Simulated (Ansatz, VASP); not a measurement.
## Mg6O5: VASP beside Ansatz

Contents of INCAR:

```
SYSTEM = Mg6O5
ALGO = Normal
EDIFF = 1E-7
ENCUT = 520
GGA = PS
ISIF = 2
ISMEAR = 0
LASPH = .True.
LCHARG = .True.
LELF = .True.
LREAL = .False.
LVHAR = .True.
LWAVE = .False.
NBANDS = 32
NELM = 60
PREC = Accurate
SIGMA = 0.05
```

KPOINTS

```
k-points
0
Gamma
  4 4 4
  0 0 0
```

File POSCAR:

```
Mg6O5
1.0
    5.5908553621      0.0000000000      0.0000000000
    0.0000000000      5.5908553621      0.0000000000
    0.0000000000      0.0000000000      5.5908553621
Mg O
6 5
Direct
    0.2500000000      0.0000000000      0.5000000000
    0.0000000000      0.5000000000      0.2500000000
    0.5000000000      0.7500000000      0.0000000000
    0.7500000000      0.0000000000      0.5000000000
    0.0000000000      0.5000000000      0.7500000000
    0.5000000000      0.2500000000      0.0000000000
    0.5000000000      0.0000000000      0.2500000000
    0.0000000000      0.7500000000      0.5000000000
    0.9375000000      0.4060966586      0.0000000000
    0.5000000000      0.0000000000      0.7500000000
    0.0000000000      0.2500000000      0.5000000000
```

Input for Ansatz:

```yaml
crystal:
  lattice:
    - [5.5908553621, 0.0, 0.0]
    - [0.0, 5.5908553621, 0.0]
    - [0.0, 0.0, 5.5908553621]
  atoms:
    - { symbol: Mg, position: [0.25, 0.0, 0.5] }
    - { symbol: Mg, position: [0.0, 0.5, 0.25] }
    - { symbol: Mg, position: [0.5, 0.75, 0.0] }
    - { symbol: Mg, position: [0.75, 0.0, 0.5] }
    - { symbol: Mg, position: [0.0, 0.5, 0.75] }
    - { symbol: Mg, position: [0.5, 0.25, 0.0] }
    - { symbol: O, position: [0.5, 0.0, 0.25] }
    - { symbol: O, position: [0.0, 0.75, 0.5] }
    - { symbol: O, position: [0.9375, 0.4060966586, 0.0] }
    - { symbol: O, position: [0.5, 0.0, 0.75] }
    - { symbol: O, position: [0.0, 0.25, 0.5] }
basis:
  ecutwfc: 420
kpoints:
  mp_grid: { grid: [4, 4, 4] }
hamiltonian:
  xc: pbesol
  pseudopotentials: { kind: paw, azcp: { folder: soft_1 } }
scf:
  occupations: { method: gaussian, width: 0.05 }
output:
  forces: true
  stress: true
  eigenvalues: true
```

Change from the starting cell: O vacancy; atom 9 moved 0.375 of the way to it and -0.525 Å across, host rigid.

Alike in both runs: task single point; functional PBEsol; k mesh 4 × 4 × 4; occupations gaussian, width 0.05 eV; no spin polarisation.

|  | VASP | Ansatz |
| --- | --- | --- |
| version | VASP 6.6.1 | Ansatz 0.2.0 |
| potentials or method | VASP PAW PBE potentials, release 64 (Mg, O), cutoff 520 eV | scalar-relativistic, plane waves, PAW |
| valence electrons in the cell | 42 | 90 |

VASP gave:

| Quantity | Value |
| --- | --- |
| gap on the k mesh at the Fermi level (eV) | 0.42 |
| least direct gap on the mesh (eV) | 1.11 |
| pressure (GPa) | 11.8 |
| traceless stress, the component that is largest in VASP (GPa) | 18.39 |
| rms of the force components (eV/Å) | 3.480 |

Task: Which values does Ansatz return?

Result: gap on the k mesh at the Fermi level (eV): 0.41; least direct gap on the mesh (eV): 1.11; pressure (GPa): 11.2; traceless stress, the component that is largest in VASP (GPa): 17.32; rms of the force components (eV/Å): 3.280.

VASP's potentials were made for PBE, not for PBEsol, and Ansatz warns of the same on its side. Atom by atom the forces differ by 0.200 eV/Å (rms over components). The functional is the same, so the differences come from potentials, cutoffs and numerics. VASP's potentials hold 42 valence electrons a cell and Ansatz's 90, so a difference there can come from the potentials and not from the codes.
